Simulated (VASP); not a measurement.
Nb: single point with r2SCAN

Crystal: Nb.

```xyz
1
Lattice="0.0000 2.0833 2.0516 2.0833 0.0000 2.0516 2.0833 2.0833 0.0000" Properties=species:S:1:pos:R:3 pbc="T T T"
Nb    0.0000    0.0000    0.0000
```

This cell differs from its parent crystal: strain -0.015 along x and y, -0.030 along z.

| Item | Value |
| --- | --- |
| Program | VASP 6.6.1 |
| Task | single point |
| Functional | r2SCAN |
| Potentials or basis | VASP PAW PBE potentials, release 64 (Nb_sv) |
| Cutoff | 520 eV |
| k mesh | 20 × 20 × 20 |
| Occupations | gaussian, width 0.15 eV |
| Spin | no spin polarisation |
| Dipole correction | no |
| Further INCAR settings | ALGO = Normal; EDIFF = 1e-07; NBANDS = 12 |

```yaml
Pressure: 8.6 GPa
Band_gap_on_the_k_mesh: zero (an odd number of electrons rules out a gap without spin polarisation)
```

Stress tensor (GPa, compression positive):
```
10.36  0.00  0.00
 0.00 10.36  0.00
 0.00  0.00  4.94
```

Levels at points of the mesh, in eV from the Fermi level:
```tsv
k point	band 3	band 4	band 5	band 6	band 7	band 8	band 9	band 10
(0.00, 0.00, 0.00)	-31.10	-31.10	-6.73	0.02	0.02	0.24	2.97	3.25
(0.50, 0.00, 0.00)	-31.31	-31.27	-4.27	-0.19	0.05	1.47	5.17	5.27
(0.50, 0.50, 0.00)	-31.65	-31.65	-4.56	-3.83	4.18	5.25	5.79	5.79
(0.50, 0.00, 0.50)	-31.63	-31.59	-4.56	-3.80	3.88	5.28	5.70	5.88
```

Run time: 7.1 min on 1 thread of Intel(R) Xeon(R) Platinum 8259CL CPU @ 2.50GHz (Skylake/Cascade Lake), on a shared host, peak memory 0.26 GiB.

Caveat: the cell differs from its parent crystal (strain -0.015 along x and y, -0.030 along z); the cell stands under pressure; the PAW data sets were made with another functional, which shifts forces and pressure a little.
